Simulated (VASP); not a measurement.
Wanted: the native input for a VASP 6.6.1 run.

```yaml
Task: single point
Functional: r2SCAN
Dispersion: rVV10
Potentials_or_basis: VASP PAW PBE potentials, release 64 (Al, P)
Cutoff: 550 eV
k_mesh: 8 × 8 × 8
Occupations: gaussian, width 0.02 eV
Spin: no spin polarisation
Dipole_correction: no
Further_INCAR_settings: ALGO = Normal; EDIFF = 1e-06; NBANDS = 11
```

AlP (r.b):

```
CELL_PARAMETERS angstrom
0.00000 2.73467 2.73467
2.73467 0.00000 2.73467
2.73467 2.73467 0.00000
ATOMIC_POSITIONS crystal
Al 0.00000 0.00000 0.00000
P 0.25000 0.25000 0.25000
```

The input as run:

POSCAR

```
AlP
1.0
    0.0000000000      2.7346660920      2.7346660920
    2.7346660920      0.0000000000      2.7346660920
    2.7346660920      2.7346660920      0.0000000000
Al P
1 1
Direct
    0.0000000000      0.0000000000      0.0000000000
    0.2500000000      0.2500000000      0.2500000000
```

INCAR.step1

```
SYSTEM = AlP
PREC = Accurate
ENCUT = 550
ISMEAR = 0
SIGMA = 0.02
LREAL = .FALSE.
LASPH = .TRUE.
NELM = 120
NBANDS = 11
GGA = PE
ALGO = Normal
EDIFF = 1E-5
LWAVE = .TRUE.
LCHARG = .FALSE.
GGA_COMPAT = .FALSE.
```

INCAR.step2

```
SYSTEM = AlP
PREC = Accurate
ENCUT = 550
EDIFF = 1E-6
ISMEAR = 0
SIGMA = 0.02
LREAL = .FALSE.
LASPH = .TRUE.
NELM = 120
ALGO = Normal
ISIF = 2
LWAVE = .FALSE.
LCHARG = .FALSE.
METAGGA = R2SCAN
LMIXTAU = .TRUE.
LUSE_VDW = .TRUE.
IVDW_NL = 2
BPARAM = 11.95
CPARAM = 0.0093
NBANDS = 11
ISTART = 1
GGA_COMPAT = .FALSE.
```

KPOINTS

```
regular mesh
0
G
  8 8 8
  0 0 0
```

Potentials or basis: VASP PAW PBE potentials, release 64 (Al, P).

Command:

```console
$ cat potpaw_PBE.64/Al/POTCAR potpaw_PBE.64/P/POTCAR > POTCAR
$ cp INCAR.step1 INCAR
$ mpirun -np 1 vasp_std > vasp.out
$ cp INCAR.step2 INCAR
$ mpirun -np 1 vasp_std > vasp.out
```

Results of the run:

The pressure is -0.3 GPa and the band gap on the k mesh is 1.87 eV, indirect (least direct gap 3.92 eV).

Caveat: the PAW data sets were made with another functional, which shifts forces and pressure a little.

Wall time 61 s on 1 thread of Intel(R) Xeon(R) 6975P-C (Granite Rapids), on a shared host, peak memory 0.28 GiB.
